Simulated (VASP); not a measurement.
## K2NbTlF6: single point with PBE

The system is K2NbTlF6.

```xyz
10
Lattice="0.0000 4.7386 4.7386 4.7386 0.0000 4.7386 4.7386 4.7386 0.0000" Properties=species:S:1:pos:R:3 pbc="T T T"
K     7.1079    7.1079    7.1079
K     2.3693    2.3693    2.3693
Nb    0.0000    0.0000    0.0000
Tl    4.7386    4.7386    4.7386
F     2.1030    4.7386    4.7386
F     4.7386    4.7386    2.1030
F     7.3742    4.7386    4.7386
F     4.7386    2.1030    4.7386
F     4.7386    7.3742    4.7386
F     4.7386    4.7386    7.3742
```

| Property | Result |
| --- | --- |
| Program | VASP 6.6.1 |
| Task | single point |
| Functional | PBE |
| Potentials or basis | VASP PAW PBE potentials, release 64 (K_sv, Nb_sv, Tl_d, F) |
| Cutoff | 520 eV |
| k mesh | 4 × 4 × 4 |
| Occupations | methfessel-paxton, width 0.1 eV |
| Spin | no spin polarisation |
| Dipole correction | no |
| Further INCAR settings | ALGO = Normal; EDIFF = 1e-06; NBANDS = 54 |

The pressure is -1.3 GPa and the largest force is 0.508 eV/Å. The band gap on the k mesh is zero (band 43 reaches 3.91 eV, above the bottom of band 44 at 3.88 eV).

Forces on the atoms (eV/Å):
```
K    0.000  0.000  0.000
K    0.000  0.000  0.000
Nb   0.000  0.000  0.000
Tl   0.000  0.000  0.000
F   -0.508  0.000  0.000
F    0.000  0.000 -0.508
F    0.508  0.000  0.000
F    0.000 -0.508  0.000
F    0.000  0.508  0.000
F    0.000  0.000  0.508
```

Levels at points of the mesh, in eV from the Fermi level:
```tsv
k point	band 40	band 41	band 42	band 43	band 44	band 45
(0.00, 0.00, 0.00)	-6.29	-6.29	-4.99	0.01	0.01	0.01
(0.50, 0.00, 0.00)	-6.41	-6.36	-4.35	-0.12	0.02	0.02
(0.50, 0.50, 0.00)	-6.44	-6.30	-5.02	0.03	0.08	0.08
```

Wall time 2.3 min on 1 thread of Intel(R) Xeon(R) Platinum 8259CL CPU @ 2.50GHz (Skylake/Cascade Lake), on a shared host, peak memory 0.4 GiB.

Caveat: spin-orbit coupling is left out, which moves the levels of the heavy elements.
